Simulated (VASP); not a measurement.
# Zn9O8 (a cell with a defect) in VASP: notebook

The runs below take Zn9O8 (a cell with a defect) through single point, with LDA.

Program: VASP 6.6.1. These are calculated values, not measurements. Logs are shortened: lines on timing, memory, paths and dates and some standing lists are left out, and cuts for length are marked.

### Step 1. The cell of the first run

The cell holds a defect, 17 atoms: a = 6.438 Å, b = 5.575 Å, c = 5.149 Å, α = 90.00°, β = 90.00°, γ = 90.00°.

### Step 2. Single point, LDA

INCAR

```
SYSTEM = Zn9O8
ALGO = Normal
EDIFF = 1E-7
ENCUT = 520
GGA = CA
ISIF = 2
ISMEAR = 0
LASPH = .True.
LCHARG = .False.
LREAL = Auto
LWAVE = .False.
NBANDS = 92
NELM = 80
PREC = Accurate
SIGMA = 0.05
```

KPOINTS

```
k-points
0
Gamma
  2 2 2
  0 0 0
```

POSCAR

```
Zn9O8
1.0
   -3.2190000000     -5.5754720000      0.0000000000
    4.8285000000     -2.7877360000      0.0000000000
    0.0000000000      0.0000000000      5.1489000000
Zn O
9 8
Direct
    0.4917387743      0.3319285730      0.0039585154
    0.4931505686      0.6650743876      0.4833414904
    0.2556684065      0.8386141867     -0.0071947406
    0.2570501231      0.1599847460      0.4963786440
    0.0230921672      0.3117437478      0.0000118472
    0.0053289776      0.6626819880      0.4132509856
    0.7387296145      0.8625970030      0.0170401445
    0.7515917533      0.1746030556      0.4841884674
    0.7865221014      0.5323391621      0.7317679504
    0.4933067204      0.3314381968      0.3710441065
    0.4984390391      0.6686447690      0.8844065723
    0.2569438296      0.8351270969      0.3763413545
    0.2614207454      0.1594845976      0.8676876614
    0.0155933512      0.3060521896      0.3633556682
    0.0004879379      0.6712344770      0.9777894308
    0.7371236692      0.8537510803      0.3810093418
    0.7503738211      0.1740081454      0.8833834411
```

Potentials or basis: VASP PAW LDA potentials, release 64 (Zn, O).

On the command line:

```
$ cat potpaw_LDA.64/Zn/POTCAR potpaw_LDA.64/O/POTCAR > POTCAR
$ mpirun -np 1 vasp_std > vasp.out
```

OUTCAR:

```text
SYSTEM = Zn9O8
   EDIFF = 1E-7
   ENCUT = 520
   GGA = CA
   ISIF = 2
   ISMEAR = 0
   LASPH = .True.
   LREAL = Auto
   NELM = 80
   PREC = Accurate

 ion  position               nearest neighbor table
   1  0.492  0.332  0.004-  10 1.89  13 1.90  11 1.98  17 1.98   9 2.61   5 3.02
   2  0.493  0.665  0.483-  12 1.87  10 1.95  16 1.96  11 2.07   9 2.40
   3  0.256  0.839  0.993-  15 1.89  13 1.90  11 1.91  12 1.97   6 2.87   5 3.03
   4  0.257  0.160  0.496-  14 1.88  10 1.91  13 1.91  12 1.91
   5  0.023  0.312  0.000-  14 1.87  13 1.88  17 2.01  15 2.01   9 2.40   6 2.89   1 3.02   3 3.03

   6  0.005  0.663  0.413-  12 1.89  14 2.01  16 2.04  15 2.24   9 2.28   3 2.87   7 2.89   5 2.89

   7  0.739  0.863  0.017-  17 1.87  16 1.87  15 2.00  11 2.01   9 2.38   6 2.89   8 2.97
   8  0.752  0.175  0.484-  16 1.87  14 1.95  10 1.97  17 2.06   9 2.38   7 2.97
   9  0.787  0.532  0.732-  15 2.03  11 2.15  17 2.16   6 2.28   7 2.38   8 2.38   5 2.40   2 2.40
                             1 2.61
  10  0.493  0.331  0.371-   1 1.89   4 1.91   2 1.95   8 1.97
  11  0.498  0.669  0.884-   3 1.91   1 1.98   7 2.01   2 2.07   9 2.15
  12  0.257  0.835  0.376-   2 1.87   6 1.89   4 1.91   3 1.97
  13  0.261  0.159  0.868-   5 1.88   1 1.90   3 1.90   4 1.91
  14  0.016  0.306  0.363-   5 1.87   4 1.88   8 1.95   6 2.01
  15  0.000  0.671  0.978-   3 1.89   7 2.00   5 2.01   9 2.03   6 2.24
  16  0.737  0.854  0.381-   8 1.87   7 1.87   2 1.96   6 2.04
  17  0.750  0.174  0.883-   7 1.87   1 1.98   5 2.01   8 2.06   9 2.16

  LATTYP: Found a simple orthorhombic cell.
 ALAT       =     5.1489000000
 B/A-ratio  =     1.0828471445
 C/A-ratio  =     1.2503642312

  Lattice vectors:

 A1 = (   0.0000000000,   0.0000000000,  -5.1489000000)
 A2 = (   4.8285000000,  -2.7877360000,   0.0000000000)
 A3 = (  -3.2190000000,  -5.5754720000,   0.0000000000)

Analysis of symmetry for initial positions (statically):
=====================================================================
 Subroutine PRICEL returns:
 Original cell was already a primitive cell.

 Routine SETGRP: Setting up the symmetry group for a
 simple orthorhombic supercell.

 Subroutine GETGRP returns: Found  1 space group operations
 (whereof  1 operations were pure point group operations)
 out of a pool of  8 trial point group operations.

The static configuration has the point symmetry C_1 .

Analysis of symmetry for dynamics (positions and initial velocities):
=====================================================================
 Subroutine PRICEL returns:
 Original cell was already a primitive cell.

 Routine SETGRP: Setting up the symmetry group for a
 simple orthorhombic supercell.

 Subroutine GETGRP returns: Found  1 space group operations
 (whereof  1 operations were pure point group operations)
 out of a pool of  8 trial point group operations.

The dynamic configuration has the point symmetry C_1 .

 Subroutine INISYM returns: Found  1 space group operations
 (whereof  1 operations are pure point group operations),
 and found     1 'primitive' translations

----------------------------------------------------------------------------------------

                                     Primitive cell

  volume of cell :     184.8192

  direct lattice vectors                    reciprocal lattice vectors
    -3.219000000 -5.575472000  0.000000000    -0.077663871 -0.134517759  0.000000000
     4.828500000 -2.787736000  0.000000000     0.155327742 -0.089678506  0.000000000
     0.000000000  0.000000000  5.148900000     0.000000000  0.000000000  0.194216240

  length of vectors
     6.438000390  5.575471662  5.148900000     0.155327732  0.179357023  0.194216240

  position of ions in fractional coordinates (direct lattice)
     0.491738774  0.331928573  0.003958515
     0.493150569  0.665074388  0.483341490
     0.255668406  0.838614187  0.992805259
     0.257050123  0.159984746  0.496378644
     0.023092167  0.311743748  0.000011847
     0.005328978  0.662681988  0.413250986
[... 9 lines left out ...]
     0.737123669  0.853751080  0.381009342
     0.750373821  0.174008145  0.883383441

  ion indices of the primitive-cell ions
   primitive index   ion index
                 1           1
                 2           2
                 3           3
                 4           4
                 5           5
                 6           6
[... 9 lines left out ...]
                16          16
                17          17

----------------------------------------------------------------------------------------

 KPOINTS: k-points

Automatic generation of k-mesh.
 Grid dimensions read from file:
 generate k-points for:    2    2    2

 Generating k-lattice:

  Cartesian coordinates                     Fractional coordinates (reciprocal lattice)
    -0.038831935 -0.067258880  0.000000000     0.500000000  0.000000000  0.000000000
     0.077663871 -0.044839253  0.000000000     0.000000000  0.500000000  0.000000000
     0.000000000  0.000000000  0.097108120     0.000000000  0.000000000  0.500000000

  Length of vectors
     0.077663866  0.089678512  0.097108120

  Shift w.r.t. Gamma in fractional coordinates (k-lattice)
     0.000000000  0.000000000  0.000000000

 Subroutine IBZKPT returns following result:
 ===========================================

 Found      8 irreducible k-points:

 Following reciprocal coordinates:
            Coordinates               Weight
  0.000000  0.000000  0.000000      1.000000
  0.500000  0.000000  0.000000      1.000000
  0.000000  0.500000  0.000000      1.000000
  0.500000  0.500000  0.000000      1.000000
  0.000000  0.000000  0.500000      1.000000
  0.500000  0.000000  0.500000      1.000000
  0.000000  0.500000  0.500000      1.000000
  0.500000  0.500000  0.500000      1.000000
   k-points           NKPTS =      8   k-points in BZ     NKDIM =      8   number of bands    NBANDS=     92
   number of dos      NEDOS =    301   number of ions     NIONS =     17
   total plane-waves  NPLWV =  80640
   dimension x,y,z NGX =    48 NGY =   42 NGZ =   40
   dimension x,y,z NGXF=    96 NGYF=   84 NGZF=   80
   ions per type =               9   8
   NGX,Y,Z   is equivalent  to a cutoff of  12.39, 12.52, 12.92 a.u.
   NGXF,Y,Z  is equivalent  to a cutoff of  24.79, 25.05, 25.83 a.u.
 SYSTEM =  Zn9O8
   PREC   = accura    normal or accurate (medium, high low for compatibility)
   ISTART =      0    job   : 0-new  1-cont  2-samecut
   ICHARG =      2    charge: 1-file 2-atom 10-const
   ISPIN  =      1    spin polarized calculation?
   LNONCOLLINEAR =      F non collinear calculations
   LSORBIT =      F    spin-orbit coupling
   LASPH  =      T    aspherical Exc in radial PAW
   ENCUT  =  520.0 eV  38.22 Ry    6.18 a.u.  11.97 10.37  9.57*2*pi/ulx,y,z
   NELM   =     80;   NELMIN=  2; NELMDL= -5     # of ELM steps
   EDIFF  = 0.1E-06   stopping-criterion for ELM
   LREAL  =      T    real-space projection
   EDIFFG = 0.1E-05   stopping-criterion for IOM
   NSW    =      0    number of steps for IOM
   IBRION =     -1    ionic relax: 0-MD 1-quasi-New 2-CG
   NFREE  =      0    steps in history (QN), initial steepest desc. (CG)
   ISIF   =      2    stress and relaxation
   ISYM   =      2    0-nonsym 1-usesym 2-fastsym
   POTIM  = 0.5000    time-step for ionic-motion
   TEBEG  =    0.0;   TEEND  =   0.0 temperature during run
   PSTRESS=    0.0 pullay stress
   NELECT =     156.0000    total number of electrons
   NUPDOWN=      -1.0000    fix difference up-down
   EMIN   =  10.00;   EMAX   =-10.00  energy-range for DOS
   EFERMI =   0.00;   METHOD = LEGACY
   ISMEAR =     0;   SIGMA  =   0.05  broadening in eV -4-tet -1-fermi 0-gaus
   EFERMI_NEDOS =   21; number of points for ismear=-14 and -15
   IALGO  =     38    algorithm
   IMIX   =      4    mixing-type and parameters
     AMIX     =   0.40;   BMIX     =  1.00
     AMIX_MAG =   1.60;   BMIX_MAG =  1.00
  volume/ion in A,a.u.               =      10.87        73.37
  Fermi-wavevector in a.u.,A,eV,Ry     =   1.547156  2.923700 32.568138  2.393691
  Thomas-Fermi vector in A             =   2.652289
   LORBIT       =      0    0 simple, 1 ext, 2 COOP (PROOUT), +10 PAW based schemes
   GGA     = CA    functional components
   LHFCALC =     F    Hartree Fock is set to
   AEXX    =    0.0000 exact exchange contribution
   IVDW    =     0    specifies the selected vdW correction
   LEPSILON=     F    determine dielectric tensor
   LRPA    =     F    only Hartree local field effects (RPA)
 non-spin polarized calculation
 Gauss-broadening in eV      SIGMA  =   0.05
  energy-cutoff  :      520.00
  volume of cell :      184.82
 maximum number of plane-waves:      5004
 NGX is ok and might be reduce to    48
   NGX = 23   NGY = 21   NGZ = 19

 number of electron     155.9999974 magnetization

 Free energy of the ion-electron system (eV)
  ---------------------------------------------------
  ext. energy  EPLUGINS =         0.00000000
  ---------------------------------------------------
  free energy    TOTEN  =       -82.31931167 eV

  energy without entropy =      -82.31921545  energy(sigma->0) =      -82.31926356

 E-fermi :   4.2531     XC(G=0): -12.0599

 val. band max:        4.1494852672   @ k =   0.5000   0.5000   0.0000
 cond. band min:       4.3567185438   @ k =   0.5000   0.0000   0.0000
 fundamental gap:      0.2072332766
 Fermi energy:         4.2531019152

 k-point     1 :       0.0000    0.0000    0.0000
  band No.  band energies     occupation
      1     -16.7247      2.00000
      2     -16.0432      2.00000
      3     -15.9537      2.00000
      4     -15.8624      2.00000
      5     -15.6832      2.00000
      6     -15.5671      2.00000
[... 82 lines left out ...]
     89       9.7770      0.00000
     90      10.0058      0.00000

 k-point     2 :       0.5000    0.0000    0.0000
  band No.  band energies     occupation
      1     -16.5053      2.00000
      2     -16.3864      2.00000
      3     -15.9037      2.00000
      4     -15.8004      2.00000
      5     -15.6930      2.00000
      6     -15.5549      2.00000
[... 82 lines left out ...]
     89       9.7292      0.00000
     90       9.9180      0.00000

 k-point     3 :       0.0000    0.5000    0.0000
  band No.  band energies     occupation
      1     -16.4267      2.00000
      2     -16.3145      2.00000
      3     -16.0070      2.00000
      4     -15.8175      2.00000
      5     -15.6493      2.00000
      6     -15.6147      2.00000
[... 82 lines left out ...]
     89       9.6681      0.00000
     90      10.0636      0.00000

 k-point     4 :       0.5000    0.5000    0.0000
  band No.  band energies     occupation
      1     -16.2884      2.00000
      2     -16.1929      2.00000
      3     -16.1637      2.00000
      4     -15.9786      2.00000
      5     -15.6537      2.00000
      6     -15.5869      2.00000
[... 82 lines left out ...]
     89       9.7978      0.00000
     90       9.9749      0.00000

 k-point     5 :       0.0000    0.0000    0.5000
  band No.  band energies     occupation
      1     -16.4375      2.00000
      2     -16.1606      2.00000
      3     -15.9735      2.00000
      4     -15.8822      2.00000
      5     -15.6719      2.00000
      6     -15.6118      2.00000
[... 82 lines left out ...]
     89      10.1696      0.00000
     90      10.2788      0.00000

 k-point     6 :       0.5000    0.0000    0.5000
  band No.  band energies     occupation
      1     -16.2811      2.00000
      2     -16.1861      2.00000
      3     -16.0108      2.00000
      4     -15.8914      2.00000
      5     -15.8451      2.00000
      6     -15.5574      2.00000
[... 82 lines left out ...]
     89       9.8954      0.00000
     90      10.1729      0.00000

 k-point     7 :       0.0000    0.5000    0.5000
  band No.  band energies     occupation
      1     -16.2393      2.00000
      2     -16.1138      2.00000
      3     -15.9723      2.00000
      4     -15.9283      2.00000
      5     -15.8194      2.00000
      6     -15.6247      2.00000
[... 82 lines left out ...]
     89      10.0434      0.00000
     90      10.3697      0.00000

 k-point     8 :       0.5000    0.5000    0.5000
  band No.  band energies     occupation
      1     -16.1514      2.00000
      2     -16.0590      2.00000
      3     -16.0140      2.00000
      4     -15.9212      2.00000
      5     -15.7775      2.00000
      6     -15.7096      2.00000
[... 82 lines left out ...]
     89      10.1287      0.00000
     90      10.3361      0.00000
 [bands above 90 left out]

------------------------ aborting loop because EDIFF is reached ----------------------------------------

  FORCE on cell =-STRESS in cart. coord.  units (eV):
  Direction    XX          YY          ZZ          XY          YZ          ZX
  --------------------------------------------------------------------------------------
  -------------------------------------------------------------------------------------
  Total       17.0667229     13.8124483     20.3286889     -0.2368716     -0.3274432      0.0954029
  in kB      147.9495507    119.7386006    176.2271768     -2.0534140     -2.8385691      0.8270373
  external PRESSURE =     147.9717760 kB  Pullay stress =       0.0000000 kB

 VOLUME and BASIS-vectors are now :
 -----------------------------------------------------------------------------
  energy-cutoff  :      520.00
  volume of cell :      184.82
      direct lattice vectors                 reciprocal lattice vectors
    -3.219000000 -5.575472000  0.000000000    -0.077663871 -0.134517759  0.000000000
     4.828500000 -2.787736000  0.000000000     0.155327742 -0.089678506  0.000000000
     0.000000000  0.000000000  5.148900000     0.000000000  0.000000000  0.194216240

 POSITION                                       TOTAL-FORCE (eV/Angst)
 -----------------------------------------------------------------------------------
      0.01981     -3.66700      0.02038         0.005007     -0.063577     -0.031562
      1.62386     -4.60360      2.48868        -0.050109     -0.029175      0.058720
      3.22625     -3.76331      5.11186        -0.019405     -0.017193     -0.015211
     -0.05496     -1.87917      2.55580        -0.081491     -0.002822      0.006560
      1.43092     -0.99781      0.00006        -0.093508      0.068414     -0.100010
      3.18261     -1.87709      2.12779         0.014110      0.148767     -0.418149
[... 9 lines left out ...]
      1.74954     -6.48984      1.96178         0.134815      0.107254      0.039505
     -1.57526     -4.66878      4.54845         0.069219     -0.008981     -0.091922
 -----------------------------------------------------------------------------------
    total drift:                               -0.001171      0.011823     -0.004814

  FREE ENERGIE OF THE ION-ELECTRON SYSTEM (eV)
  ---------------------------------------------------
  free  energy   TOTEN  =       -82.3193116653 eV

  energy  without entropy=      -82.3192154530  energy(sigma->0) =      -82.31926356
```

It took 2.7 min on 1 thread of AMD EPYC 9R45 (Zen 5), shared host; peak memory 0.24 GiB.

Results:

```yaml
Free_energy: -82.3193 eV
Pressure: 14.8 GPa
Largest_force: 0.630 eV/Å
Band_gap_on_the_k_mesh: 0.21 eV
```

Forces in eV/Å, atoms in the order of the input:
```
Zn   0.005 -0.064 -0.032
Zn  -0.050 -0.029  0.059
Zn  -0.019 -0.017 -0.015
Zn  -0.081 -0.003  0.007
Zn  -0.094  0.068 -0.100
Zn   0.014  0.149 -0.418
Zn   0.126  0.080 -0.036
Zn   0.097 -0.049  0.050
Zn   0.016 -0.332 -0.042
O    0.030 -0.013  0.031
O   -0.022  0.024 -0.060
O   -0.020 -0.017  0.033
O   -0.067 -0.048 -0.036
O   -0.153  0.081 -0.013
O    0.014  0.072  0.626
O    0.135  0.107  0.040
O    0.069 -0.009 -0.092
```

Caveat: the k points lie up to 0.61 Å⁻¹ apart.

(Continued in part 2 of 2.)
